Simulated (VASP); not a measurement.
A run of VASP 6.6.1:

The input INCAR:

```
ALGO     = Normal         # electronic algorithm
EDIFF    = 1E-6           # SCF threshold, eV
EDIFFG   = -0.04          # ionic threshold
ENCUT    = 600            # plane-wave cutoff, eV
GGA      = PE             # functional
IBRION   = 2              # ionic algorithm
ISIF     = 3              # what is computed and relaxed
ISMEAR   = 0              # smearing method
LASPH    = T              # aspherical terms in the spheres
LCHARG   = F              # write CHGCAR
LREAL    = F              # projectors in reciprocal space
LWAVE    = F              # write WAVECAR
NELM     = 80             # most SCF steps
NSW      = 90             # ionic steps
PREC     = Accurate       # precision mode
SIGMA    = 0.1            # smearing width, eV
```

File KPOINTS:

```
k-points
0
Gamma
  6 6 2
```

File POSCAR:

```
In2GaP3
1.0
    3.9391722500      0.0000000000      0.0000000000
   -1.9695861200      3.4114232400      0.0000000000
    0.0000000000      0.0000000000      9.6489620200
In Ga P
2 1 3
Direct
    0.0000000000      0.0000000000      0.0000000000
    0.6666666700      0.3333333300      0.3333333300
    0.3333333300      0.6666666700      0.6666666700
    0.0000000000      0.0000000000      0.7500000000
    0.3333333300      0.6666666700      0.4166666700
    0.6666666700      0.3333333300      0.0833333300
```

Potentials or basis: VASP PAW PBE potentials, release 64 (In_d, Ga_d, P).

Run with:

```console
$ cat potpaw_PBE.64/In_d/POTCAR potpaw_PBE.64/Ga_d/POTCAR potpaw_PBE.64/P/POTCAR > POTCAR
$ mpirun -np 1 vasp_std > vasp.out
```

Hardware: 1 thread of Intel(R) Xeon(R) Platinum 8488C (Sapphire Rapids), on a shared host.

Q: Estimate the wall time of this run.

A: Run time: 5.7 min on 1 thread of Intel(R) Xeon(R) Platinum 8488C (Sapphire Rapids), on a shared host, peak memory 0.32 GiB. Counts: scf iterations 82, k points 14, ion steps 8.
